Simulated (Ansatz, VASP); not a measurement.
**One calculation of Ti, two programs**

```
CELL_PARAMETERS angstrom
2.95000 -0.04425 -0.04425
-1.51332 2.57690 -0.01620
-0.07029 -0.07029 4.68600
ATOMIC_POSITIONS crystal
Ti 0.33333 0.66667 0.25000
Ti 0.66667 0.33333 0.75000
```

Change from the starting cell: equal xy, yz and zx shear strains of -3 %, PAW files.

Alike in both runs: task electric field gradients; functional PBEsol; k mesh 13 × 13 × 7; occupations fermi-dirac, width 0.08 eV; no spin polarisation.

```csv
,VASP,Ansatz
version,VASP 6.6.1,Ansatz 0.2.0
potentials or method,"VASP PAW PBE potentials, release 64 (Ti_sv)","PAW with Ansatz's default frozen-core files, scalar-relativistic"
plane-wave cutoff (eV),520,420
valence electrons in the cell,24,24
```

|  | VASP | Ansatz | Ansatz less VASP |
| --- | --- | --- | --- |
| pressure (GPa) | -5.9 | -5.7 | +0.21 |
| traceless stress, the component that is largest in VASP (GPa) | 1.84 | 1.86 | +0.015 |
| rms of the force components (eV/Å) | 0.046 | 0.046 | +0.0005 |
| size of Vzz on the site where it differs most (V/Å²) | 17.0 | 18.6 | +1.66 |

VASP's potentials were made for PBE, not for PBEsol. Atom by atom the forces differ by 0.001 eV/Å (rms over components). With one functional, cell and mesh, what is left measures potentials, basis and numerics.
